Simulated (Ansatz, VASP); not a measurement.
## BN in VASP and in Ansatz

```
CELL_PARAMETERS angstrom
2.51563 -0.01261 0.03179
-1.26874 2.17433 0.00498
0.08393 0.06363 6.61698
ATOMIC_POSITIONS crystal
B 0.34714 0.68262 0.25515
B 0.67828 0.35242 0.74666
N 0.33212 0.65302 0.74903
N 0.64246 0.31195 0.24916
```

Change from the starting cell: all atoms moved at random (sigma 0.06 Å a component), cell strained at random (sigma 0.01).

Alike in both runs: task single point; functional PBE; dispersion D3(BJ); k mesh 12 × 12 × 4; occupations gaussian, width 0.05 eV; no spin polarisation.

```csv
,VASP,Ansatz
version,VASP 6.6.1,Ansatz 0.2.0
potentials or method,"VASP PAW PBE potentials, release 64 (B, N), cutoff 520 eV","scalar-relativistic, plane waves, PAW"
valence electrons in the cell,16,16
```

```tsv
	VASP	Ansatz	Ansatz less VASP
gap on the k mesh at the Fermi level (eV)	4.12	4.12	+0.007
least direct gap on the mesh (eV)	4.49	4.50	+0.007
pressure (GPa)	1.5	1.5	-0.03
traceless stress, the component that is largest in VASP (GPa)	4.24	4.16	-0.077
rms of the force components (eV/Å)	1.938	1.943	+0.0051
```

Atom by atom the forces differ by 0.005 eV/Å (rms over components).
